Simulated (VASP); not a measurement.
# CdSiSb2 (P-4m2) in VASP: notebook, part 2 of 2

VASP 6.6.1. Earlier steps stand in the parts before.

## 3. Single point, r2SCAN

This run uses another cell than the first one, of 30.52 Å³/atom.

File POSCAR:

```
CdSiSb2
1.0
    4.3462136371      0.0000000000      0.0000000000
    0.0000000000      4.3462136371      0.0000000000
    0.0000000000      0.0000000000      6.4620353500
Cd Sb Si
1 2 1
Direct
    0.0000000000      0.0000000000      0.0000000000
    0.0000000000      0.5000000000      0.2671719489
    0.5000000000      0.0000000000      0.7328280511
    0.5000000000      0.5000000000      0.5000000000
```

File INCAR.step1:

```
SYSTEM = CdSiSb2
PREC = Accurate
ENCUT = 520
ISMEAR = -1
SIGMA = 0.02
LREAL = .FALSE.
LASPH = .TRUE.
NELM = 100
NBANDS = 21
GGA = PE
ALGO = Normal
EDIFF = 1E-4
LWAVE = .TRUE.
LCHARG = .FALSE.
```

File INCAR.step2:

```
SYSTEM = CdSiSb2
PREC = Accurate
ENCUT = 520
EDIFF = 1E-6
ISMEAR = -1
SIGMA = 0.02
LREAL = .FALSE.
LASPH = .TRUE.
NELM = 100
ALGO = Normal
ISIF = 2
LWAVE = .FALSE.
LCHARG = .FALSE.
METAGGA = R2SCAN
LMIXTAU = .TRUE.
NBANDS = 21
ISTART = 1
```

File KPOINTS:

```
regular mesh
0
G
  6 6 4
  0 0 0
```

Potentials or basis: VASP PAW PBE potentials, release 64 (Cd, Sb, Si).

Launch:

```
> cat potpaw_PBE.64/Cd/POTCAR potpaw_PBE.64/Sb/POTCAR potpaw_PBE.64/Si/POTCAR > POTCAR
> cp INCAR.step1 INCAR
> mpirun -np 1 vasp_std > vasp.out
> cp INCAR.step2 INCAR
> mpirun -np 1 vasp_std > vasp.out
```

OUTCAR:

```text
SYSTEM = CdSiSb2
   PREC = Accurate
   ENCUT = 520
   EDIFF = 1E-6
   ISMEAR = -1
   LREAL = .FALSE.
   LASPH = .TRUE.
   NELM = 100
   ISIF = 2
   METAGGA = R2SCAN
   ISTART = 1

 ion  position               nearest neighbor table
   1  0.000  0.000  0.000-   2 2.78   3 2.78   2 2.78   3 2.78
   2  0.000  0.500  0.267-   4 2.64   4 2.64   1 2.78   1 2.78
   3  0.500  0.000  0.733-   4 2.64   4 2.64   1 2.78   1 2.78
   4  0.500  0.500  0.500-   2 2.64   3 2.64   3 2.64   2 2.64

  LATTYP: Found a simple tetragonal cell.
 ALAT       =     4.3462136371
 C/A-ratio  =     1.4868195375

  Lattice vectors:

 A1 = (   4.3462136371,   0.0000000000,   0.0000000000)
 A2 = (   0.0000000000,   4.3462136371,   0.0000000000)
 A3 = (   0.0000000000,   0.0000000000,   6.4620353500)

Analysis of symmetry for initial positions (statically):
=====================================================================
 Subroutine PRICEL returns:
 Original cell was already a primitive cell.

 Routine SETGRP: Setting up the symmetry group for a
 simple tetragonal supercell.

 Subroutine GETGRP returns: Found  8 space group operations
[... 167 lines left out ...]

 E-fermi :   4.3487     XC(G=0):  -9.3116

 val. band max:        4.3338743112   @ k =   0.1667   0.0000   0.0000
 cond. band min:       4.3951480230   @ k =   0.0000   0.0000   0.0000
 fundamental gap:      0.0612737118
 Fermi energy:         4.3486872344

 k-point     1 :       0.0000    0.0000    0.0000
  band No.  band energies     occupation
      1      -7.8748      2.00000
      2      -5.9765      2.00000
      3      -4.8758      2.00000
      4      -4.8758      2.00000
      5      -4.7457      2.00000
      6      -4.7050      2.00000
[... 565 lines left out ...]
     20      10.7831      0.00000
     21      11.0435      0.00000

 [... further k-points ...]

------------------------ aborting loop because EDIFF is reached ----------------------------------------

  FORCE on cell =-STRESS in cart. coord.  units (eV):
  Direction    XX          YY          ZZ          XY          YZ          ZX
  --------------------------------------------------------------------------------------
  -------------------------------------------------------------------------------------
  Total        0.1132834      0.1132834      0.1006613      0.0000000      0.0000000      0.0000000
  in kB        1.4869128      1.4869128      1.3212396      0.0000000      0.0000000      0.0000000
  external PRESSURE =       1.4316884 kB  Pullay stress =       0.0000000 kB

 VOLUME and BASIS-vectors are now :
 -----------------------------------------------------------------------------
  energy-cutoff  :      520.00
  volume of cell :      122.07
      direct lattice vectors                 reciprocal lattice vectors
     4.346213637  0.000000000  0.000000000     0.230085330  0.000000000  0.000000000
     0.000000000  4.346213637  0.000000000     0.000000000  0.230085330  0.000000000
     0.000000000  0.000000000  6.462035350     0.000000000  0.000000000  0.154750005

 POSITION                                       TOTAL-FORCE (eV/Angst)
 -----------------------------------------------------------------------------------
      0.00000      0.00000      0.00000         0.000000     -0.000000      0.000000
      0.00000      2.17311      1.72647        -0.000000     -0.000000     -0.033508
      2.17311      0.00000      4.73556         0.000000     -0.000000      0.033508
      2.17311      2.17311      3.23102        -0.000000      0.000000      0.000000
 -----------------------------------------------------------------------------------
    total drift:                               -0.000000      0.000000     -0.000000

  FREE ENERGIE OF THE ION-ELECTRON SYSTEM (eV)
  ---------------------------------------------------
  free  energy   TOTEN  =       -79.8982726214 eV

  energy  without entropy=      -79.8972359522  energy(sigma->0) =      -79.89775429
```

It took 90 s on 1 thread of Intel Xeon 6975P-C (Granite Rapids), shared host; peak memory 0.27 GiB.

Results:

* Free energy: -79.8983 eV
* Pressure: 0.1 GPa
* Largest force: 0.034 eV/Å
* Band gap on the k mesh: zero (bands 13 and 14 overlap by 0.32 eV)

Forces in eV/Å, atoms in the order of the input:
```
Cd   0.000  0.000  0.000
Sb   0.000  0.000 -0.034
Sb   0.000  0.000  0.034
Si   0.000  0.000  0.000
```

Caveat: semilocal functionals underestimate gaps, and a narrow one can read as zero; the PAW data sets were made with another functional, which shifts forces and pressure a little; spin-orbit coupling is left out, which moves the levels of the heavy elements.

The gap in the log of VASP goes by the Fermi energy; the results here count the filled bands.